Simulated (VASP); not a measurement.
A run of VASP 6.6.1:

INCAR

```
SYSTEM = K3Mg4F12
ALGO     = Normal         ! electronic algorithm
EDIFF    = 1E-7           ! SCF threshold, eV
ENCUT    = 520            ! plane-wave cutoff, eV
GGA      = PS             ! functional
ISIF     = 2              ! what is computed and relaxed
ISMEAR   = 0              ! smearing method
LASPH    = .True.         ! aspherical terms in the spheres
LCHARG   = .False.        ! write CHGCAR
LREAL    = Auto         
LWAVE    = .False.        ! write WAVECAR
NBANDS   = 74             ! bands
NELECT   = 120.0        
NELM     = 60             ! most SCF steps
PREC     = Accurate       ! precision mode
SIGMA    = 0.05           ! smearing width, eV
```

Contents of KPOINTS:

```
k-points
0
Gamma
  4 4 4
  0 0 0
```

Contents of POSCAR:

```
K3Mg4F12
1.0
   -3.9908822801      3.9908822801      3.9908822801
    3.9908822801     -3.9908822801      3.9908822801
    3.9908822801      3.9908822801     -3.9908822801
K Mg F
3 4 12
Direct
   -0.0591053515     -0.0591053515      0.4999999649
    0.0018827917      0.5018827566      0.0000000000
    0.5018827566      0.0018827917      0.0000000000
    0.4940187060      0.4940187060     -0.0102854450
    0.0043041861      0.0043041861      0.0102854450
    0.0043041861      0.4940187060      0.4999999649
    0.4940187060      0.0043041861      0.4999999649
    0.4854667124      0.7477668572      0.2376998201
   -0.0014216155      0.2522152821      0.2463630674
    0.0100670722      0.7477668572      0.7623001097
    0.5058521796      0.2522152821      0.7536368625
    0.7477668572      0.4854667124      0.2376998201
    0.2522152821     -0.0014216155      0.2463630674
    0.2522152821      0.5058521796      0.7536368625
    0.7477667319      0.0100669469      0.7623001097
    0.2382223862      0.7599102873      0.4999999649
    0.7599102873      0.2382223862      0.4999999649
    0.7599102873      0.7599102873      0.0216879361
    0.2382223862      0.2382223862     -0.0216879361
```

Potentials or basis: VASP PAW PBE potentials, release 64 (K_sv, Mg, F).

Command:

```sh
$ cat potpaw_PBE.64/K_sv/POTCAR potpaw_PBE.64/Mg/POTCAR potpaw_PBE.64/F/POTCAR > POTCAR
$ mpirun -np 1 vasp_std > vasp.out
```

Hardware: 1 thread of Intel Xeon 8259CL (shared host).

Q: Estimate the wall time of this run.

A: Run time: 18 min on 1 thread of Intel Xeon 8259CL, on a shared host, peak memory 0.47 GiB. Counts: scf iterations 19, k points 13.
